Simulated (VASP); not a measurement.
Wanted: the native input for a VASP 6.6.1 run.

- Task: single point
- Functional: r2SCAN
- Potentials or basis: VASP PAW PBE potentials, release 64 (P)
- Cutoff: 520 eV
- k mesh: 9 × 9 × 9
- Occupations: fermi-dirac, width 0.05 eV
- Spin: no spin polarisation
- Dipole correction: no
- Further INCAR settings: ALGO = Normal; EDIFF = 1e-07; NBANDS = 12

P:

```xyz
2
Lattice="1.7092 0.9868 2.9305 -1.7092 0.9868 2.9305 0.0000 -1.9736 2.9305" Properties=species:S:1:pos:R:3 pbc="T T T"
P     0.0000    0.0000    6.7487
P     0.0000    0.0000    2.0427
```

The input as run:

POSCAR

```
P
1.0
    1.7091747322      0.9867924918      2.9304590821
   -1.7091747322      0.9867924918      2.9304590821
    0.0000000000     -1.9735849835      2.9304590821
P
2
Direct
    0.7676466818      0.7676466818      0.7676466818
    0.2323533182      0.2323533182      0.2323533182
```

INCAR.step1

```
SYSTEM = P
ALGO = Normal ; EDIFF = 1E-4
ENCUT = 520 ; GGA = PE
ISMEAR = -1 ; LASPH = .True.
LCHARG = .False. ; LREAL = .False.
LWAVE = .True. ; NBANDS = 12
NELM = 60 ; PREC = Accurate
SIGMA = 0.05
```

INCAR.step2

```
SYSTEM = P
ALGO = Normal ; EDIFF = 1E-7
ENCUT = 520 ; ISIF = 2
ISMEAR = -1 ; ISTART = 1
LASPH = .True. ; LCHARG = .False.
LMIXTAU = .True. ; LREAL = .False.
LWAVE = .False. ; METAGGA = R2SCAN
NBANDS = 12 ; NELM = 60
PREC = Accurate ; SIGMA = 0.05
```

KPOINTS

```
k-points
0
Gamma
  9 9 9
  0 0 0
```

Potentials or basis: VASP PAW PBE potentials, release 64 (P).

Command:

```console
$ cat potpaw_PBE.64/P/POTCAR > POTCAR
$ cp INCAR.step1 INCAR
$ mpirun -np 1 vasp_std > vasp.out
$ cp INCAR.step2 INCAR
$ mpirun -np 1 vasp_std > vasp.out
```

It gave:

- Pressure: 4.4 GPa
- Largest force: 0.088 eV/Å
- Band gap on the k mesh: zero (band 5 reaches 10.48 eV, above the bottom of band 6 at 9.40 eV)

Caveat: the PAW data sets were made with another functional, which shifts forces and pressure a little.

Run time: 120 s on 1 thread of Intel(R) Xeon(R) Platinum 8488C (Sapphire Rapids) (shared host), peak memory 0.17 GiB.
